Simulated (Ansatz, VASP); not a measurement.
## HfO2: VASP beside Ansatz

```
CELL_PARAMETERS angstrom
-3.18353 3.18353 4.52678
3.18353 -3.18353 4.52678
3.18353 3.18353 -4.52678
ATOMIC_POSITIONS crystal
Hf 0.00000 0.00000 0.00000
Hf 0.75000 0.25000 0.50000
O 0.37500 0.13057 0.25557
O 0.88057 0.62500 0.75557
O 0.86943 0.12500 0.24443
O 0.87500 0.11943 0.74443
```

Alike in both runs: functional PBE; k mesh 6 × 6 × 6; occupations gaussian, width 0.1 eV; no spin polarisation.

Ansatz relaxed the structure, and its values are those at the end. VASP's run is a single point on that final structure, the one shown.

```csv
,VASP,Ansatz
version,VASP 6.6.1,Ansatz 0.2.0
potentials or method,"VASP PAW PBE potentials, release 64 (Hf_pv, O), cutoff 520 eV","scalar-relativistic, plane waves, PAW"
valence electrons in the cell,44,76
```

Ansatz gave:

| Item | Value |
| --- | --- |
| gap on the k mesh at the Fermi level (eV) | 4.53 |
| least direct gap on the mesh (eV) | 4.53 |
| pressure (GPa) | 0.0 |
| rms of the force components (eV/Å) | 0.003 |

**Question.** What did VASP give for the same quantities?

**Answer.** gap on the k mesh at the Fermi level (eV): 4.55; least direct gap on the mesh (eV): 4.55; pressure (GPa): -0.7; rms of the force components (eV/Å): 0.005.

The functional is the same, so the differences come from potentials, cutoffs and numerics. VASP's potentials hold 44 valence electrons a cell and Ansatz's 76, so a difference there can come from the potentials and not from the codes.

Spin-orbit coupling is off throughout.
